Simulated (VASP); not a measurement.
# NaH in VASP: settings compared

The runs below take NaH through single point, with r2SCAN, HSE06.

Program: VASP 6.6.1. These are calculated values, not measurements. Logs are shortened: lines on timing, memory, paths and dates and some standing lists are left out, and cuts for length are marked.

## (1) The cell of the first run

It takes space group P4/mmm (No. 123, tetragonal). The conventional cell has a = 2.849 Å, b = 2.849 Å, c = 2.932 Å, α = 90.00°, β = 90.00°, γ = 90.00°. Na (site symmetry 4/mmm) has 8 H at 2.49 Å and 6 Na at 2.85 to 2.93 Å within 3.3 Å. Within 3.3 Å of H (site symmetry 4/mmm) lie 8 Na at 2.49 Å and 6 H at 2.85 to 2.93 Å.

## (2) Single point, r2SCAN (biaxial xy strain -2.9%)

Contents of POSCAR:

```
NaH
1.0
    2.8485248179      0.0000000000      0.0000000000
    0.0000000000      2.8485248179      0.0000000000
    0.0000000000      0.0000000000      2.9323912064
Na H
1 1
Direct
    0.0000000000      0.0000000000      0.0000000000
    0.5000000000      0.5000000000      0.5000000000
```

Contents of INCAR.step1:

```
PREC = Accurate
ENCUT = 550
ISMEAR = 0
SIGMA = 0.01
LREAL = F
LASPH = T
NELM = 120
NBANDS = 11
GGA = PE
ALGO = Normal
EDIFF = 1E-5
LWAVE = T
LCHARG = F
GGA_COMPAT = F
```

Contents of INCAR.step2:

```
PREC = Accurate
ENCUT = 550
EDIFF = 1E-6
ISMEAR = 0
SIGMA = 0.01
LREAL = F
LASPH = T
NELM = 120
ALGO = Normal
ISIF = 2
LWAVE = F
LCHARG = T
METAGGA = R2SCAN
LMIXTAU = T
LELF = T
LVHAR = T
NBANDS = 11
ISTART = 1
GGA_COMPAT = F
```

Contents of KPOINTS:

```
regular mesh
0
Gamma
  8 8 8
```

Potentials or basis: VASP PAW PBE potentials, release 64 (Na_pv, H).

On the command line:

```console
$ cat potpaw_PBE.64/Na_pv/POTCAR potpaw_PBE.64/H/POTCAR > POTCAR
$ cp INCAR.step1 INCAR
$ mpirun -np 1 vasp_std > vasp.out
$ cp INCAR.step2 INCAR
$ mpirun -np 1 vasp_std > vasp.out
```

OUTCAR:

```text
PREC = Accurate
   ENCUT = 550
   EDIFF = 1E-6
   ISMEAR = 0
   LREAL = F
   LASPH = T
   NELM = 120
   ISIF = 2
   METAGGA = R2SCAN
   ISTART = 1

 ion  position               nearest neighbor table
   1  0.000  0.000  0.000-
   2  0.500  0.500  0.500-

  LATTYP: Found a simple tetragonal cell.
 ALAT       =     2.8485248179
 C/A-ratio  =     1.0294420424

  Lattice vectors:

 A1 = (   2.8485248179,   0.0000000000,   0.0000000000)
 A2 = (   0.0000000000,   2.8485248179,   0.0000000000)
 A3 = (   0.0000000000,   0.0000000000,   2.9323912064)

Analysis of symmetry for initial positions (statically):
=====================================================================
 Subroutine PRICEL returns:
 Original cell was already a primitive cell.

 Routine SETGRP: Setting up the symmetry group for a
 simple tetragonal supercell.

 Subroutine GETGRP returns: Found 16 space group operations
 (whereof 16 operations were pure point group operations)
 out of a pool of 16 trial point group operations.

The static configuration has the point symmetry D_4h.

Analysis of symmetry for dynamics (positions and initial velocities):
=====================================================================
 Subroutine PRICEL returns:
 Original cell was already a primitive cell.

 Routine SETGRP: Setting up the symmetry group for a
 simple tetragonal supercell.

 Subroutine GETGRP returns: Found 16 space group operations
 (whereof 16 operations were pure point group operations)
 out of a pool of 16 trial point group operations.

The dynamic configuration has the point symmetry D_4h.

 Subroutine INISYM returns: Found 16 space group operations
 (whereof 16 operations are pure point group operations),
 and found     1 'primitive' translations

----------------------------------------------------------------------------------------

                                     Primitive cell

  volume of cell :      23.7937

  direct lattice vectors                    reciprocal lattice vectors
     2.848524818  0.000000000  0.000000000     0.351058904  0.000000000  0.000000000
     0.000000000  2.848524818  0.000000000     0.000000000  0.351058904  0.000000000
     0.000000000  0.000000000  2.932391206     0.000000000  0.000000000  0.341018619

  length of vectors
     2.848524818  2.848524818  2.932391206     0.351058904  0.351058904  0.341018619

  position of ions in fractional coordinates (direct lattice)
     0.000000000  0.000000000  0.000000000
     0.500000000  0.500000000  0.500000000

  ion indices of the primitive-cell ions
   primitive index   ion index
                 1           1
                 2           2

----------------------------------------------------------------------------------------

 KPOINTS: regular mesh

Automatic generation of k-mesh.
 Grid dimensions read from file:
 generate k-points for:    8    8    8

 Generating k-lattice:

  Cartesian coordinates                     Fractional coordinates (reciprocal lattice)
     0.043882363  0.000000000  0.000000000     0.125000000  0.000000000  0.000000000
     0.000000000  0.043882363  0.000000000     0.000000000  0.125000000  0.000000000
     0.000000000  0.000000000  0.042627327     0.000000000  0.000000000  0.125000000

  Length of vectors
     0.043882363  0.043882363  0.042627327

  Shift w.r.t. Gamma in fractional coordinates (k-lattice)
     0.000000000  0.000000000  0.000000000

 Subroutine IBZKPT returns following result:
 ===========================================

 Found     75 irreducible k-points:

 Following reciprocal coordinates:
            Coordinates               Weight
  0.000000  0.000000  0.000000      1.000000
  0.125000  0.000000  0.000000      4.000000
  0.250000  0.000000  0.000000      4.000000
  0.375000  0.000000  0.000000      4.000000
  0.500000  0.000000  0.000000      2.000000
  0.125000  0.125000  0.000000      4.000000
[... 16 lines left out ...]
  0.375000  0.125000  0.125000     16.000000
  0.500000  0.125000  0.125000      8.000000
 [... further k-points ...]
[... 46 lines left out ...]
      1     -24.0214      2.00000
      2     -24.0175      2.00000
      3     -24.0175      2.00000
      4      -4.8628      2.00000
      5      11.7869      0.00000
      6      13.2548      0.00000
      7      13.6713      0.00000
      8      14.6911      0.00000
      9      15.7409      0.00000
     10      15.7409      0.00000
     11      28.8768      0.00000

 k-point     2 :       0.1250    0.0000    0.0000
  band No.  band energies     occupation
      1     -24.0516      2.00000
      2     -24.0183      2.00000
      3     -24.0146      2.00000
      4      -4.5948      2.00000
      5      10.1442      0.00000
      6      12.4977      0.00000
      7      13.7036      0.00000
      8      14.8724      0.00000
      9      15.9194      0.00000
     10      19.0244      0.00000
     11      26.8120      0.00000

 k-point     3 :       0.2500    0.0000    0.0000
  band No.  band energies     occupation
      1     -24.1331      2.00000
      2     -24.0107      2.00000
      3     -24.0074      2.00000
      4      -3.8363      2.00000
      5       6.9348      0.00000
      6      13.0245      0.00000
      7      14.4977      0.00000
      8      15.3886      0.00000
      9      16.4260      0.00000
     10      23.5285      0.00000
     11      24.0810      0.00000

 k-point     4 :       0.3750    0.0000    0.0000
  band No.  band energies     occupation
      1     -24.2134      2.00000
      2     -24.0032      2.00000
      3     -24.0002      2.00000
      4      -2.7905      2.00000
      5       4.3469      0.00000
      6      13.7200      0.00000
      7      15.7460      0.00000
      8      16.1007      0.00000
      9      17.1176      0.00000
     10      21.2517      0.00000
     11      21.9704      0.00000
[... 239 lines left out ...]
 k-point    22 :       0.2500    0.1250    0.1250
  band No.  band energies     occupation
      1     -24.1253      2.00000
      2     -24.0381      2.00000
      3     -24.0320      2.00000
      4      -3.3658      2.00000
      5       7.3784      0.00000
      6      10.6977      0.00000
      7      11.7601      0.00000
      8      18.3410      0.00000
      9      18.9569      0.00000
     10      21.8755      0.00000
     11      22.2279      0.00000

 k-point    23 :       0.3750    0.1250    0.1250
  band No.  band energies     occupation
      1     -24.2034      2.00000
      2     -24.0298      2.00000
      3     -24.0239      2.00000
      4      -2.3735      2.00000
      5       4.8835      0.00000
      6      11.4978      0.00000
      7      12.9244      0.00000
      8      16.8544      0.00000
      9      19.0091      0.00000
     10      20.4851      0.00000
     11      22.4351      0.00000

 k-point    24 :       0.5000    0.1250    0.1250
  band No.  band energies     occupation
      1     -24.2355      2.00000
      2     -24.0264      2.00000
      3     -24.0205      2.00000
      4      -1.7913      2.00000
      5       3.7878      0.00000
      6      11.9339      0.00000
      7      14.0834      0.00000
      8      15.3129      0.00000
      9      19.0860      0.00000
     10      19.7935      0.00000
     11      23.8264      0.00000

 [... further k-points ...]
[... 5 lines left out ...]
  --------------------------------------------------------------------------------------
  -------------------------------------------------------------------------------------
  Total        0.3809054      0.3809054     -0.1487382      0.0000000      0.0000000      0.0000000
  in kB       25.6487249     25.6487249    -10.0154653      0.0000000      0.0000000      0.0000000
  external PRESSURE =      13.7606615 kB  Pullay stress =       0.0000000 kB

 VOLUME and BASIS-vectors are now :
 -----------------------------------------------------------------------------
  energy-cutoff  :      550.00
  volume of cell :       23.79
      direct lattice vectors                 reciprocal lattice vectors
     2.848524818  0.000000000  0.000000000     0.351058904  0.000000000  0.000000000
     0.000000000  2.848524818  0.000000000     0.000000000  0.351058904  0.000000000
     0.000000000  0.000000000  2.932391206     0.000000000  0.000000000  0.341018619

 POSITION                                       TOTAL-FORCE (eV/Angst)
 -----------------------------------------------------------------------------------
      0.00000      0.00000      0.00000         0.000000      0.000000      0.000000
      1.42426      1.42426      1.46620         0.000000      0.000000      0.000000
 -----------------------------------------------------------------------------------
    total drift:                                0.000000      0.000000      0.000000

  FREE ENERGIE OF THE ION-ELECTRON SYSTEM (eV)
  ---------------------------------------------------
  free  energy   TOTEN  =        -7.2842319030 eV

  energy  without entropy=       -7.2842319030  energy(sigma->0) =       -7.28423190
```

It took 55 s on 1 thread of Intel Xeon Platinum 8259CL at 2.50GHz (Skylake/Cascade Lake), shared host; peak memory 0.15 GiB.

Results:

* Free energy: -7.2842 eV
* Pressure: 1.4 GPa
* Band gap on the k mesh: 1.42 eV (least direct gap 5.29 eV)

Stress tensor (GPa, compression positive):
```
 2.56  0.00  0.00
 0.00  2.56  0.00
 0.00  0.00 -1.00
```

Caveat: the cell differs from its parent crystal (biaxial xy strain -2.9%); the structure was generated, so it needn't be the stable form of NaH; the PAW data sets were made with another functional, which shifts forces and pressure a little.

## (3) Single point, HSE06 (epitaxial 111 strain -0.3%)

Contents of POSCAR:

```
NaH
1.0
    2.9358607575      0.0134396812      0.0134396812
    0.0134396812      2.9358607575      0.0134396812
    0.0134396812      0.0134396812      2.9358607575
Na H
1 1
Direct
    0.0000000000      0.0000000000      0.0000000000
    0.5000000000      0.5000000000      0.5000000000
```

Contents of INCAR.step1:

```
PREC = Accurate ; ENCUT = 400
EDIFF = 1E-5 ; ISMEAR = 0
SIGMA = 0.01 ; LREAL = F
LASPH = T ; NELM = 120
ALGO = Normal ; ISIF = 2
LWAVE = T ; GGA = PE
NBANDS = 11 ; GGA_COMPAT = F
```

Contents of INCAR.step2:

```
PREC = Accurate ; ENCUT = 400
EDIFF = 1E-6 ; ISMEAR = 0
SIGMA = 0.01 ; LREAL = F
LASPH = T ; NELM = 120
ALGO = Normal ; ISIF = 2
LWAVE = F ; LCHARG = T
GGA = PE ; LHFCALC = T
HFSCREEN = 0.2079 ; PRECFOCK = Normal
LELF = T ; LVHAR = T
ISTART = 1 ; NBANDS = 11
GGA_COMPAT = F
```

Contents of KPOINTS:

```
regular mesh
0
Gamma
  6 6 6
```

Potentials or basis: VASP PAW PBE potentials, release 64 (Na_pv, H).

On the command line:

```console
$ cat potpaw_PBE.64/Na_pv/POTCAR potpaw_PBE.64/H/POTCAR > POTCAR
$ cp INCAR.step1 INCAR
$ mpirun -np 1 vasp_std > vasp.out
$ cp INCAR.step2 INCAR
$ mpirun -np 1 vasp_std > vasp.out
```

It took 5.7 min on 1 thread of Intel Xeon Platinum 8259CL at 2.50GHz (Skylake/Cascade Lake), shared host; peak memory 0.23 GiB.

Results (log left out):

```yaml
Free_energy: -5.4421 eV
Pressure: -0.3 GPa
Band_gap_on_the_k_mesh: 1.88 eV (least direct gap 5.70 eV)
```

Stress tensor (GPa, compression positive):
```
-0.30  0.05  0.05
 0.05 -0.30  0.05
 0.05  0.05 -0.30
```

Levels at points of the mesh, in eV from the valence-band top:
```tsv
k point	band 1	band 2	band 3	band 4	band 5	band 6	band 7	band 8	band 9
(0.00, 0.00, 0.00)	-27.07	-27.07	-27.07	-6.59	10.23	12.20	12.20	13.89	13.89
(0.50, 0.00, 0.00)	-27.25	-27.06	-27.06	-3.83	1.88	12.46	15.50	16.00	16.00
(0.50, 0.50, 0.00)	-27.22	-27.22	-27.04	-1.95	5.16	5.32	8.05	16.31	20.10
(0.50, 0.50, 0.50)	-27.20	-27.19	-27.19	0.00	7.81	8.01	8.01	10.24	10.49
```

Caveat: the cell differs from its parent crystal (epitaxial 111 strain -0.3%); the structure was generated, so it needn't be the stable form of NaH; the PAW data sets were made with another functional, which shifts forces and pressure a little.

## (4) Single point, HSE06 (strain along [111] +1.5%)

Contents of POSCAR:

```
NaH
1.0
    2.9468576697      0.0144664633      0.0144664633
    0.0144664633      2.9468576697      0.0144664633
    0.0144664633      0.0144664633      2.9468576697
Na H
1 1
Direct
    0.0000000000      0.0000000000      0.0000000000
    0.5000000000      0.5000000000      0.5000000000
```

Contents of INCAR.step1:

```
SYSTEM = NaH
  PREC = Accurate
  ENCUT = 400
  EDIFF = 1E-5
  ISMEAR = 0
  SIGMA = 0.01
  LREAL = .False.
  LASPH = .True.
  NELM = 120
  ALGO = Normal
  ISIF = 2
  LWAVE = .True.
  LCHARG = .False.
  GGA = PE
  NBANDS = 11
  GGA_COMPAT = .False.
```

Contents of INCAR.step2:

```
SYSTEM = NaH
  PREC = Accurate
  ENCUT = 400
  EDIFF = 1E-6
  ISMEAR = 0
  SIGMA = 0.01
  LREAL = .False.
  LASPH = .True.
  NELM = 120
  ALGO = Normal
  ISIF = 2
  LWAVE = .False.
  LCHARG = .False.
  GGA = PE
  LHFCALC = .True.
  HFSCREEN = 0.2079
  PRECFOCK = Normal
  ISTART = 1
  NBANDS = 11
  GGA_COMPAT = .False.
```

Contents of KPOINTS:

```
regular mesh
0
Gamma
  6 6 6
  0 0 0
```

On the command line:

```console
$ cat potpaw_PBE.64/Na_pv/POTCAR potpaw_PBE.64/H/POTCAR > POTCAR
$ cp INCAR.step1 INCAR
$ mpirun -np 1 vasp_std > vasp.out
$ cp INCAR.step2 INCAR
$ mpirun -np 1 vasp_std > vasp.out
```

Wall time 4.3 min (1 thread of Intel Xeon Platinum 8259CL at 2.50GHz (Skylake/Cascade Lake), shared host); peak memory 0.23 GiB.

It converged, with:

| Property | Result |
| --- | --- |
| Free energy | -5.4425 eV |
| Pressure | -0.6 GPa |
| Band gap on the k mesh | 1.87 eV (least direct gap 5.66 eV) |

Stress tensor (GPa, compression positive):
```
-0.58  0.06  0.06
 0.06 -0.58  0.06
 0.06  0.06 -0.58
```

Levels at points of the mesh, in eV from the valence-band top:
```tsv
k point	band 1	band 2	band 3	band 4	band 5	band 6	band 7	band 8	band 9
(0.00, 0.00, 0.00)	-27.07	-27.07	-27.07	-6.53	10.13	12.15	12.15	13.81	13.81
(0.50, 0.00, 0.00)	-27.25	-27.06	-27.05	-3.79	1.87	12.36	15.42	15.92	15.92
(0.50, 0.50, 0.00)	-27.22	-27.21	-27.04	-1.93	5.13	5.30	7.99	16.21	19.99
(0.50, 0.50, 0.50)	-27.19	-27.19	-27.19	0.00	7.78	7.99	7.99	10.16	10.42
```

Caveat: the cell differs from its parent crystal (strain along [111] +1.5%); the structure was generated, so it needn't be the stable form of NaH; the PAW data sets were made with another functional, which shifts forces and pressure a little. A k mesh can miss the band edges.

## (5) Single point, HSE06 (biaxial xy strain -2.9%)

Contents of POSCAR:

```
NaH
1.0
    2.8485248179      0.0000000000      0.0000000000
    0.0000000000      2.8485248179      0.0000000000
    0.0000000000      0.0000000000      2.9323912064
Na H
1 1
Direct
    0.0000000000      0.0000000000      0.0000000000
    0.5000000000      0.5000000000      0.5000000000
```

Contents of INCAR.step1:

```
SYSTEM = NaH
PREC     = Accurate       ! precision mode
ENCUT    = 400            ! plane-wave cutoff, eV
EDIFF    = 1E-5           ! SCF threshold, eV
ISMEAR   = 0              ! smearing method
SIGMA    = 0.01           ! smearing width, eV
LREAL    = .FALSE.        ! projectors in reciprocal space
LASPH    = .TRUE.         ! aspherical terms in the spheres
NELM     = 120            ! most SCF steps
ALGO     = Normal         ! electronic algorithm
ISIF     = 2              ! what is computed and relaxed
LWAVE    = .TRUE.         ! write WAVECAR
NBANDS   = 11             ! bands
GGA      = PE             ! functional
GGA_COMPAT= .FALSE.
```

Contents of INCAR.step2:

```
SYSTEM = NaH
PREC     = Accurate       ! precision mode
ENCUT    = 400            ! plane-wave cutoff, eV
EDIFF    = 1E-6           ! SCF threshold, eV
ISMEAR   = 0              ! smearing method
SIGMA    = 0.01           ! smearing width, eV
LREAL    = .FALSE.        ! projectors in reciprocal space
LASPH    = .TRUE.         ! aspherical terms in the spheres
NELM     = 120            ! most SCF steps
ALGO     = Normal         ! electronic algorithm
ISIF     = 2              ! what is computed and relaxed
LWAVE    = .FALSE.        ! write WAVECAR
LCHARG   = .TRUE.         ! write CHGCAR
GGA      = PE             ! functional
LHFCALC  = .TRUE.         ! exact exchange
HFSCREEN = 0.2079         ! screening, 1/A
PRECFOCK = Normal       
LELF     = .TRUE.         ! ELF
LVHAR    = .TRUE.       
NBANDS   = 11             ! bands
ISTART   = 1            
GGA_COMPAT= .FALSE.
```

Contents of KPOINTS:

```
Automatic mesh
0
G
  6 6 6
  0 0 0
```

On the command line:

```console
$ cat potpaw_PBE.64/Na_pv/POTCAR potpaw_PBE.64/H/POTCAR > POTCAR
$ cp INCAR.step1 INCAR
$ mpirun -np 1 vasp_std > vasp.out
$ cp INCAR.step2 INCAR
$ mpirun -np 1 vasp_std > vasp.out
```

Run time: 7.5 min. Hardware: 1 thread of Intel Xeon Platinum 8259CL at 2.50GHz (Skylake/Cascade Lake), shared host; peak memory 0.22 GiB.

Results (log left out):

| Item | Value |
| --- | --- |
| Free energy | -5.4257 eV |
| Pressure | 1.4 GPa |
| Band gap on the k mesh | 1.69 eV (least direct gap 5.86 eV) |

Stress tensor (GPa, compression positive):
```
 2.69  0.00  0.00
 0.00  2.69  0.00
 0.00  0.00 -1.07
```

Levels at points of the mesh, in eV from the valence-band top:
```tsv
k point	band 1	band 2	band 3	band 4	band 5	band 6	band 7	band 8	band 9
(0.00, 0.00, 0.00)	-27.11	-27.11	-27.11	-6.92	10.68	12.30	12.75	13.67	14.71
(0.50, 0.00, 0.00)	-27.34	-27.09	-27.09	-3.96	1.98	12.90	15.80	15.93	16.79
(0.50, 0.50, 0.00)	-27.30	-27.30	-27.07	-1.96	5.53	5.53	8.54	16.38	20.25
(0.00, 0.00, 0.50)	-27.30	-27.09	-27.09	-4.17	1.69	13.19	16.01	16.65	16.65
(0.50, 0.00, 0.50)	-27.31	-27.26	-27.07	-2.15	5.24	5.29	8.29	17.12	20.90
(0.50, 0.50, 0.50)	-27.27	-27.27	-27.23	0.00	7.95	8.08	8.08	10.79	10.79
```

Caveat: the cell differs from its parent crystal (biaxial xy strain -2.9%); the structure was generated, so it needn't be the stable form of NaH; the PAW data sets were made with another functional, which shifts forces and pressure a little. A k mesh can miss the band edges.

## (6) Overview

```csv
level,cell,k mesh,cutoff (eV),grid for exact exchange (PRECFOCK),share of exact exchange,screening parameter,gap on the mesh (eV),pressure (GPa)
r2SCAN,"a = 2.849, b = 2.849, c = 2.932 Å, 2 atoms",8 × 8 × 8,550,-,-,-,1.42,1.4
HSE06,"a = 2.936 Å, angles 89.5°, 2 atoms",6 × 6 × 6,400,Normal,0.25,0.2079 1/Å,1.88,-0.3
HSE06,"a = 2.947 Å, angles 89.4°, 2 atoms",6 × 6 × 6,400,Normal,0.25,0.2079 1/Å,1.87,-0.6
HSE06,"a = 2.849, b = 2.849, c = 2.932 Å, 2 atoms",6 × 6 × 6,400,Normal,0.25,0.2079 1/Å,1.69,1.4
```

Alike in all rows: task single point; potentials or basis VASP PAW PBE potentials, release 64 (Na_pv, H); no spin polarisation; smearing gaussian 0.01 eV.

Caveats: the structure was generated, so it needn't be the stable form of NaH; the PAW data sets were made with another functional, which shifts forces and pressure a little.

Absolute energies hang on the potentials; compare differences alone.
